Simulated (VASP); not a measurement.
Here is a VASP 6.6.1 calculation.

Contents of INCAR:

```
  PREC = Accurate
  ENCUT = 520
  EDIFF = 1E-7
  ISMEAR = 0
  SIGMA = 0.02
  LREAL = F
  LASPH = T
  NELM = 100
  ALGO = Normal
  ISIF = 2
  LWAVE = F
  LCHARG = F
  GGA = PS
  NBANDS = 15
```

File KPOINTS:

```
Automatic mesh
0
Gamma
  6 6 4
```

POSCAR

```
MgI2
1.0
    4.1307255317      0.0000000000      0.0000000000
   -2.0653627658      3.5773132465      0.0000000000
    0.0000000000      0.0000000000      7.0243352908
Mg I
1 2
Direct
    0.0000000000      0.0000000000      0.0000000000
    0.3333333333      0.6666666667      0.7625121869
    0.6666666667      0.3333333333      0.2374878131
```

Potentials or basis: VASP PAW PBE potentials, release 64 (Mg, I).

Command:

```sh
$ cat potpaw_PBE.64/Mg/POTCAR potpaw_PBE.64/I/POTCAR > POTCAR
$ mpirun -np 1 vasp_std > vasp.out
```

Q: Predict the pressure.

A: 0.0 GPa.

Q: Estimate the band gap on the k mesh.

A: 3.54 eV (least direct gap 3.69 eV).

Forces in eV/Å, atoms in the order of the input:
```
Mg   0.000  0.000  0.000
I    0.000  0.000  0.003
I    0.000  0.000 -0.003
```

Caveat: the PAW data sets were made with another functional, which shifts forces and pressure a little; spin-orbit coupling is left out, which moves the levels of the heavy elements; this functional lacks dispersion, which binds layers or chains, so the pressure and a relaxed spacing across them are unreliable. A k mesh can miss the band edges.
